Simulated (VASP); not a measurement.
MgI2, 3 atoms in the cell. Symmetry: P-3m1, No. 164, trigonal system. The conventional cell has a = 4.113 Å, b = 4.113 Å, c = 6.747 Å, α = 90.00°, β = 90.00°, γ = 120.00°. Mg (site symmetry -3m) has 6 I at 2.99 Å within 3.9 Å. I (site symmetry 3m) has 3 Mg at 2.99 Å and 12 I at 3.91 to 4.35 Å within 4.4 Å.  This cell differs from its parent crystal: atoms shifted along a free coordinate.

```yaml
Program: VASP 6.6.1
Task: single point
Functional: LDA
Potentials_or_basis: VASP PAW LDA potentials, release 64 (Mg, I)
Cutoff: 520 eV
k_mesh: 6 × 6 × 4
Occupations: gaussian, width 0.05 eV
Spin: no spin polarisation
Dipole_correction: no
Further_INCAR_settings: ALGO = Normal; EDIFF = 1e-06; NBANDS = 15
```

Potentials or basis: VASP PAW LDA potentials, release 64 (Mg, I).

Command:

```bash
$ cat potpaw_LDA.64/Mg/POTCAR potpaw_LDA.64/I/POTCAR > POTCAR
$ mpirun -np 1 vasp_std > vasp.out
```

Hardware: 1 thread of Intel Xeon 8259CL, with other jobs on the host.

Estimate the wall time of this run.

Run time: 42 s on 1 thread of Intel Xeon 8259CL, on a shared host, peak memory 0.2 GiB. Counts: scf iterations 13, k points 24.
